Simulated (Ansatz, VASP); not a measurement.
Two plane-wave programs on CaS

The input INCAR:

```
SYSTEM = CaS
PREC = Accurate
ENCUT = 500
EDIFF = 1E-6
ISMEAR = 0
SIGMA = 0.05
LREAL = .False.
LASPH = .True.
NELM = 120
ALGO = Normal
ISIF = 2
LWAVE = .False.
LCHARG = .False.
GGA = PS
NBANDS = 15
GGA_COMPAT = .False.
```

The input KPOINTS:

```
regular mesh
0
Gamma
  8 8 8
  0 0 0
```

The input POSCAR:

```
CaS
1.0
    0.0000000000      2.7008500000      2.7008500000
    2.7008500000      0.0000000000      2.7008500000
    2.7008500000      2.7008500000      0.0000000000
Ca S
1 1
Direct
    0.0000000000      0.0000000000      0.0000000000
    0.5000000000      0.5000000000      0.5000000000
```

Input for Ansatz:

```yaml
crystal:
  lattice:
    - [0.0, 2.70085, 2.70085]
    - [2.70085, 0.0, 2.70085]
    - [2.70085, 2.70085, 0.0]
  atoms:
    - { symbol: Ca, position: [0.0, 0.0, 0.0] }
    - { symbol: S, position: [0.5, 0.5, 0.5] }
basis:
  ecutwfc: 420
kpoints:
  mp_grid: { grid: [8, 8, 8] }
hamiltonian:
  xc: pbesol
scf:
  occupations: { method: gaussian, width: 0.05 }
output:
  forces: true
  stress: true
  eigenvalues: true
```

Change from the starting cell: strain -0.050 along x and y, -0.050 along z, atoms carried along.

Alike in both runs: task single point; functional PBEsol; k mesh 8 × 8 × 8; occupations gaussian, width 0.05 eV; no spin polarisation.

|  | VASP | Ansatz |
| --- | --- | --- |
| version | VASP 6.6.1 | Ansatz 0.2.0 |
| potentials or method | VASP PAW PBE potentials, release 64 (Ca_sv, S), cutoff 500 eV | scalar-relativistic, plane waves, PAW |
| valence electrons in the cell | 16 | 16 |

|  | VASP | Ansatz | Ansatz less VASP |
| --- | --- | --- | --- |
| gap on the k mesh at the Fermi level (eV) | 1.77 | 1.77 | +0.009 |
| least direct gap on the mesh (eV) | 2.69 | 2.70 | +0.008 |
| pressure (GPa) | 10.4 | 10.1 | -0.32 |

VASP's potentials were made for PBE, not for PBEsol.
